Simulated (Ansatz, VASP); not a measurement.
BiMo: VASP beside Ansatz

```xyz
2
Lattice="0.0000 2.9229 2.9229 2.9229 0.0000 2.9229 2.9229 2.9229 0.0000" Properties=species:S:1:pos:R:3 pbc="T T T"
Mo    0.0000    0.0000    0.0000
Bi    1.4614    1.4614    1.4614
```

Alike in both runs: task single point; functional PBEsol; k mesh 10 × 10 × 10; occupations gaussian, width 0.05 eV; no spin polarisation.

|  | VASP | Ansatz |
| --- | --- | --- |
| version | VASP 6.6.1 | Ansatz 0.2.0 |
| potentials or method | VASP PAW PBE potentials, release 64 (Mo_sv, Bi_d), cutoff 520 eV | scalar-relativistic, plane waves, PAW |
| valence electrons in the cell | 29 | 29 |

VASP gave:

| Quantity | Value |
| --- | --- |
| gap on the k mesh at the Fermi level (eV) | none |
| pressure (GPa) | 21.1 |

**Question.** Estimate Ansatz's values.

**Answer.** gap on the k mesh at the Fermi level (eV): none; pressure (GPa): 21.0.

VASP's potentials were made for PBE, not for PBEsol. A gap of «none» marks a metal or a gap that the smearing closes.

Spin-orbit coupling is off throughout.
